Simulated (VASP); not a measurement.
# WS2 in VASP: a series of runs

WS2 is run at these levels: r2SCAN; tasks: single point.

Program: VASP 6.6.1. These are calculated values, not measurements. Logs are shortened: lines on timing, memory, paths and dates and some standing lists are left out, and cuts for length are marked.

### 1 The cell of the first run

The cell holds a slab with vacuum, 6 atoms: a = 3.181 Å, b = 3.181 Å, c = 23.688 Å, α = 90.00°, β = 90.00°, γ = 120.00°.

### 2 Single point, r2SCAN

Input file POSCAR:

```
WS2
1.0
    3.1814117282      0.0000000000      0.0000000000
   -1.5907058641      2.7551833765      0.0000000000
    0.0000000000      0.0000000000     23.6881463475
W S
2 4
Direct
    0.3333333333      0.6666666667      0.6379434935
    0.6666666667      0.3333333333      0.3620565065
    0.3333333333      0.6666666667      0.2962425097
    0.6666666667      0.3333333333      0.5721038223
    0.3333333333      0.6666666667      0.4278961777
    0.6666666667      0.3333333333      0.7037574903
```

Input file INCAR.step1:

```
SYSTEM = WS2
PREC     = Accurate       ! precision mode
ENCUT    = 520            ! plane-wave cutoff, eV
ISMEAR   = 0              ! smearing method
SIGMA    = 0.02           ! smearing width, eV
LREAL    = .FALSE.        ! projectors in reciprocal space
LASPH    = .TRUE.         ! aspherical terms in the spheres
NELM     = 100            ! most SCF steps
NBANDS   = 35             ! bands
GGA      = PE             ! functional
ALGO     = Normal         ! electronic algorithm
EDIFF    = 1E-4           ! SCF threshold, eV
LWAVE    = .TRUE.         ! write WAVECAR
LCHARG   = .FALSE.        ! write CHGCAR
```

Input file INCAR.step2:

```
SYSTEM = WS2
PREC     = Accurate       ! precision mode
ENCUT    = 520            ! plane-wave cutoff, eV
EDIFF    = 1E-7           ! SCF threshold, eV
ISMEAR   = 0              ! smearing method
SIGMA    = 0.02           ! smearing width, eV
LREAL    = .FALSE.        ! projectors in reciprocal space
LASPH    = .TRUE.         ! aspherical terms in the spheres
NELM     = 100            ! most SCF steps
ALGO     = Normal         ! electronic algorithm
ISIF     = 2              ! what is computed and relaxed
LWAVE    = .FALSE.        ! write WAVECAR
LCHARG   = .FALSE.        ! write CHGCAR
METAGGA  = R2SCAN         ! meta-GGA
LMIXTAU  = .TRUE.       
NBANDS   = 35             ! bands
ISTART   = 1
```

Input file KPOINTS:

```
regular mesh
0
G
  12 12 2
  0 0 0
```

Potentials or basis: VASP PAW PBE potentials, release 64 (W_sv, S).

On the command line:

```console
cat potpaw_PBE.64/W_sv/POTCAR potpaw_PBE.64/S/POTCAR > POTCAR
cp INCAR.step1 INCAR
mpirun -np 1 vasp_std > vasp.out
cp INCAR.step2 INCAR
mpirun -np 1 vasp_std > vasp.out
```

OUTCAR:

```text
SYSTEM = WS2
   PREC = Accurate
   ENCUT = 520
   EDIFF = 1E-7
   ISMEAR = 0
   LREAL = .FALSE.
   LASPH = .TRUE.
   NELM = 100
   ISIF = 2
   METAGGA = R2SCAN
   ISTART = 1

 ion  position               nearest neighbor table
   1  0.333  0.667  0.638-   6 2.41   6 2.41   6 2.41   4 2.41   4 2.41   4 2.41
   2  0.667  0.333  0.362-   3 2.41   3 2.41   3 2.41   5 2.41   5 2.41   5 2.41
   3  0.333  0.667  0.296-   2 2.41   2 2.41   2 2.41
   4  0.667  0.333  0.572-   1 2.41   1 2.41   1 2.41
   5  0.333  0.667  0.428-   2 2.41   2 2.41   2 2.41
   6  0.667  0.333  0.704-   1 2.41   1 2.41   1 2.41

  LATTYP: Found a hexagonal cell.
 ALAT       =     3.1814117282
 C/A-ratio  =     7.4457971402

  Lattice vectors:

 A1 = (   3.1814117282,   0.0000000000,   0.0000000000)
 A2 = (  -1.5907058641,   2.7551833765,   0.0000000000)
 A3 = (   0.0000000000,   0.0000000000,  23.6881463475)

Analysis of symmetry for initial positions (statically):
=====================================================================
 Subroutine PRICEL returns:
 Original cell was already a primitive cell.

 Routine SETGRP: Setting up the symmetry group for a
 hexagonal supercell.

 Subroutine GETGRP returns: Found 12 space group operations
 (whereof 12 operations were pure point group operations)
 out of a pool of 24 trial point group operations.

The static configuration has the point symmetry D_3d.

Analysis of symmetry for dynamics (positions and initial velocities):
=====================================================================
 Subroutine PRICEL returns:
 Original cell was already a primitive cell.

 Routine SETGRP: Setting up the symmetry group for a
 hexagonal supercell.

 Subroutine GETGRP returns: Found 12 space group operations
 (whereof 12 operations were pure point group operations)
 out of a pool of 24 trial point group operations.

The dynamic configuration has the point symmetry D_3d.

 Subroutine INISYM returns: Found 12 space group operations
 (whereof 12 operations are pure point group operations),
 and found     1 'primitive' translations

----------------------------------------------------------------------------------------

[... 98 lines left out ...]
   ENCUT  =  520.0 eV  38.22 Ry    6.18 a.u.   5.92  5.92 44.04*2*pi/ulx,y,z
   NELM   =    100;   NELMIN=  2; NELMDL=  0     # of ELM steps
   EDIFF  = 0.1E-06   stopping-criterion for ELM
   LREAL  =      F    real-space projection
   EDIFFG = 0.1E-05   stopping-criterion for IOM
   NSW    =      0    number of steps for IOM
   IBRION =     -1    ionic relax: 0-MD 1-quasi-New 2-CG
   NFREE  =      0    steps in history (QN), initial steepest desc. (CG)
   ISIF   =      2    stress and relaxation
   ISYM   =      2    0-nonsym 1-usesym 2-fastsym
   POTIM  = 0.5000    time-step for ionic-motion
   TEBEG  =    0.0;   TEEND  =   0.0 temperature during run
   PSTRESS=    0.0 pullay stress
   NELECT =      52.0000    total number of electrons
   NUPDOWN=      -1.0000    fix difference up-down
   EMIN   =  10.00;   EMAX   =-10.00  energy-range for DOS
   EFERMI =   0.00;   METHOD = LEGACY
   ISMEAR =     0;   SIGMA  =   0.02  broadening in eV -4-tet -1-fermi 0-gaus
   EFERMI_NEDOS =   21; number of points for ismear=-14 and -15
   IALGO  =     38    algorithm
   IMIX   =      4    mixing-type and parameters
     AMIX     =   0.40;   BMIX     =  1.00
     AMIX_MAG =   1.60;   BMIX_MAG =  1.00
  volume/ion in A,a.u.               =      34.61       233.53
  Fermi-wavevector in a.u.,A,eV,Ry     =   1.031911  1.950029 14.488024  1.064840
  Thomas-Fermi vector in A             =   2.166082
   LORBIT       =      0    0 simple, 1 ext, 2 COOP (PROOUT), +10 PAW based schemes
   METAGGA = R2SCAN    functional components
   LHFCALC =     F    Hartree Fock is set to
   AEXX    =    0.0000 exact exchange contribution
   IVDW    =     0    specifies the selected vdW correction
   LEPSILON=     F    determine dielectric tensor
   LRPA    =     F    only Hartree local field effects (RPA)
 non-spin polarized calculation
 Gauss-broadening in eV      SIGMA  =   0.02
  energy-cutoff  :      520.00
  volume of cell :      207.64
 maximum number of plane-waves:      5630
 NGX is ok and might be reduce to    24
   NGX = 11   NGY = 11   NGZ = 89

 number of electron      52.0000000 magnetization

 Free energy of the ion-electron system (eV)
  ---------------------------------------------------
  ext. energy  EPLUGINS =         0.00000000
  ---------------------------------------------------
  free energy    TOTEN  =      -140.12245950 eV

  energy without entropy =     -140.12245950  energy(sigma->0) =     -140.12245950

 E-fermi :   1.1372     XC(G=0):  -6.3603

 val. band max:        0.8643611152   @ k =   0.0000   0.0000   0.0000
 cond. band min:       2.4651771389   @ k =   0.3333   0.3333   0.0000
 fundamental gap:      1.6008160237
 Fermi energy:         1.1371958579

 k-point     1 :       0.0000    0.0000    0.0000
  band No.  band energies     occupation
      1     -75.4143      2.00000
      2     -75.4143      2.00000
      3     -39.0021      2.00000
      4     -39.0021      2.00000
      5     -38.8482      2.00000
      6     -38.8482      2.00000
[... 901 lines left out ...]
     34       5.3303      0.00000
     35       7.6184      0.00000

 [... further k-points ...]

------------------------ aborting loop because EDIFF is reached ----------------------------------------

  FORCE on cell =-STRESS in cart. coord.  units (eV):
  Direction    XX          YY          ZZ          XY          YZ          ZX
  --------------------------------------------------------------------------------------
  -------------------------------------------------------------------------------------
  Total        0.1458190      0.1458190      0.0806876     -0.0000000      0.0000000      0.0000000
  in kB        1.1251831      1.1251831      0.6226100     -0.0000000      0.0000000      0.0000000
  external PRESSURE =       0.9576587 kB  Pullay stress =       0.0000000 kB

 VOLUME and BASIS-vectors are now :
 -----------------------------------------------------------------------------
  energy-cutoff  :      520.00
  volume of cell :      207.64
      direct lattice vectors                 reciprocal lattice vectors
     3.181411728  0.000000000  0.000000000     0.314325867  0.181476124  0.000000000
    -1.590705864  2.755183376  0.000000000     0.000000000  0.362952248  0.000000000
     0.000000000  0.000000000 23.688146347     0.000000000  0.000000000  0.042215207

 POSITION                                       TOTAL-FORCE (eV/Angst)
 -----------------------------------------------------------------------------------
     -0.00000      1.83679     15.11170        -0.000000     -0.000000      0.001305
      1.59071      0.91839      8.57645         0.000000      0.000000     -0.001305
     -0.00000      1.83679      7.01744        -0.000000     -0.000000     -0.020747
      1.59071      0.91839     13.55208        -0.000000      0.000000     -0.021537
     -0.00000      1.83679     10.13607         0.000000     -0.000000      0.021537
      1.59071      0.91839     16.67071        -0.000000      0.000000      0.020747
 -----------------------------------------------------------------------------------
    total drift:                               -0.000000      0.000000     -0.000000

  FREE ENERGIE OF THE ION-ELECTRON SYSTEM (eV)
  ---------------------------------------------------
  free  energy   TOTEN  =      -140.1224595034 eV

  energy  without entropy=     -140.1224595034  energy(sigma->0) =     -140.12245950
```

OSZICAR.step1:

```text
N       E                     dE             d eps       ncg     rms          rms(c)
DAV:   1     0.492543476057E+03    0.49254E+03   -0.27752E+04  3100   0.132E+03
DAV:   2    -0.150864894528E+02   -0.50763E+03   -0.49178E+03  3336   0.345E+02
DAV:   3    -0.490485700265E+02   -0.33962E+02   -0.33583E+02  3402   0.872E+01
DAV:   4    -0.500759155616E+02   -0.10273E+01   -0.10221E+01  3410   0.160E+01
DAV:   5    -0.501068754865E+02   -0.30960E-01   -0.30918E-01  3368   0.290E+00    0.376E+01
DAV:   6    -0.476930818351E+02    0.24138E+01   -0.87059E+00  3033   0.195E+01    0.162E+01
DAV:   7    -0.474767230708E+02    0.21636E+00   -0.25697E+00  2989   0.838E+00    0.642E+00
DAV:   8    -0.473343274563E+02    0.14240E+00   -0.38990E-01  3078   0.431E+00    0.189E+00
DAV:   9    -0.473360455639E+02   -0.17181E-02   -0.54014E-02  3246   0.118E+00    0.109E+00
DAV:  10    -0.473327032072E+02    0.33424E-02   -0.14209E-02  3259   0.769E-01    0.235E-01
DAV:  11    -0.473325768433E+02    0.12636E-03   -0.13571E-03  2926   0.203E-01    0.179E-01
DAV:  12    -0.473325134334E+02    0.63410E-04   -0.16028E-04  2155   0.912E-02
   1 F= -.47332513E+02 E0= -.47332513E+02  d E =-.112300E-18
```

It took 8.8 min on 1 thread of Intel Xeon 6975P-C (Granite Rapids), shared host; peak memory 0.49 GiB.

What came out:

* Free energy: -140.1225 eV
* Largest force: 0.022 eV/Å
* Band gap on the k mesh: 1.60 eV (least direct gap 1.90 eV)

Forces on the atoms (eV/Å):
```
W    0.000  0.000  0.001
W    0.000  0.000 -0.001
S    0.000  0.000 -0.021
S    0.000  0.000 -0.022
S    0.000  0.000  0.022
S    0.000  0.000  0.021
```

Levels at points of the mesh, in eV from the valence-band top:
```tsv
k point	band 24	band 25	band 26	band 27	band 28	band 29
(0.00, 0.00, 0.00)	-2.08	-0.48	0.00	2.76	2.76	2.76
(0.50, 0.00, 0.00)	-1.72	-1.32	-1.28	2.69	2.70	3.12
(0.00, 0.00, 0.50)	-2.08	-0.48	0.00	2.76	2.76	2.76
(0.50, 0.00, 0.50)	-1.72	-1.32	-1.28	2.69	2.70	3.12
```

Caveat: the PAW data sets were made with another functional, which shifts forces and pressure a little; spin-orbit coupling is left out, which moves the levels of the heavy elements.

### 3 Single point, r2SCAN

POSCAR is that of step 2.

Input file INCAR.step1:

```
  PREC = Accurate
  ENCUT = 520
  ISMEAR = 0
  SIGMA = 0.05
  LREAL = False
  LASPH = True
  NELM = 60
  NBANDS = 35
  GGA = PE
  ALGO = Normal
  EDIFF = 1E-4
  LWAVE = True
  LCHARG = False
```

Input file INCAR.step2:

```
  PREC = Accurate
  ENCUT = 520
  EDIFF = 1E-6
  ISMEAR = 0
  SIGMA = 0.05
  LREAL = False
  LASPH = True
  NELM = 60
  ALGO = Normal
  ISIF = 2
  LWAVE = False
  LCHARG = True
  METAGGA = R2SCAN
  LMIXTAU = True
  LELF = True
  LVHAR = True
  NBANDS = 35
  ISTART = 1
```

Input file KPOINTS:

```
regular mesh
0
Gamma
  12 12 2
```

Potentials or basis: VASP PAW PBE potentials, release 64 (W_sv, S).

On the command line:

```console
cat potpaw_PBE.64/W_sv/POTCAR potpaw_PBE.64/S/POTCAR > POTCAR
cp INCAR.step1 INCAR
mpirun -np 1 vasp_std > vasp.out
cp INCAR.step2 INCAR
mpirun -np 1 vasp_std > vasp.out
```

OUTCAR:

```text
PREC = Accurate
   ENCUT = 520
   EDIFF = 1E-6
   ISMEAR = 0
   LREAL = False
   LASPH = True
   NELM = 60
   ISIF = 2
   METAGGA = R2SCAN
   ISTART = 1

 ion  position               nearest neighbor table
   1  0.333  0.667  0.638-   6 2.41   6 2.41   6 2.41   4 2.41   4 2.41   4 2.41
   2  0.667  0.333  0.362-   3 2.41   3 2.41   3 2.41   5 2.41   5 2.41   5 2.41
   3  0.333  0.667  0.296-   2 2.41   2 2.41   2 2.41
   4  0.667  0.333  0.572-   1 2.41   1 2.41   1 2.41
   5  0.333  0.667  0.428-   2 2.41   2 2.41   2 2.41
   6  0.667  0.333  0.704-   1 2.41   1 2.41   1 2.41
[... 1120 lines left out ...]
  -------------------------------------------------------------------------------------
  Total        0.1458944      0.1458944      0.0808194     -0.0000000      0.0000000      0.0000000
  in kB        1.1257651      1.1257651      0.6236266     -0.0000000      0.0000000      0.0000000
  external PRESSURE =       0.9583856 kB  Pullay stress =       0.0000000 kB

 VOLUME and BASIS-vectors are now :
 -----------------------------------------------------------------------------
  energy-cutoff  :      520.00
  volume of cell :      207.64
      direct lattice vectors                 reciprocal lattice vectors
     3.181411728  0.000000000  0.000000000     0.314325867  0.181476124  0.000000000
    -1.590705864  2.755183376  0.000000000     0.000000000  0.362952248  0.000000000
     0.000000000  0.000000000 23.688146347     0.000000000  0.000000000  0.042215207

 POSITION                                       TOTAL-FORCE (eV/Angst)
 -----------------------------------------------------------------------------------
     -0.00000      1.83679     15.11170         0.000000      0.000000      0.001288
      1.59071      0.91839      8.57645        -0.000000     -0.000000     -0.001288
     -0.00000      1.83679      7.01744        -0.000000      0.000000     -0.020670
      1.59071      0.91839     13.55208         0.000000      0.000000     -0.021503
     -0.00000      1.83679     10.13607        -0.000000      0.000000      0.021503
      1.59071      0.91839     16.67071         0.000000     -0.000000      0.020670
 -----------------------------------------------------------------------------------
    total drift:                               -0.000000      0.000000     -0.000000

  FREE ENERGIE OF THE ION-ELECTRON SYSTEM (eV)
  ---------------------------------------------------
  free  energy   TOTEN  =      -140.1224593086 eV

  energy  without entropy=     -140.1224593086  energy(sigma->0) =     -140.12245931
```

Run time: 9 min. Hardware: 1 thread of Intel Xeon 6975P-C (Granite Rapids), shared host; peak memory 0.49 GiB.

Results:

* Free energy: -140.1225 eV
* Largest force: 0.022 eV/Å
* Band gap on the k mesh: 1.60 eV (least direct gap 1.90 eV)

Forces in eV/Å, atoms in the order of the input:
```
W    0.000  0.000  0.001
W    0.000  0.000 -0.001
S    0.000  0.000 -0.021
S    0.000  0.000 -0.022
S    0.000  0.000  0.022
S    0.000  0.000  0.021
```

Caveat: the PAW data sets were made with another functional, which shifts forces and pressure a little; spin-orbit coupling is left out, which moves the levels of the heavy elements.
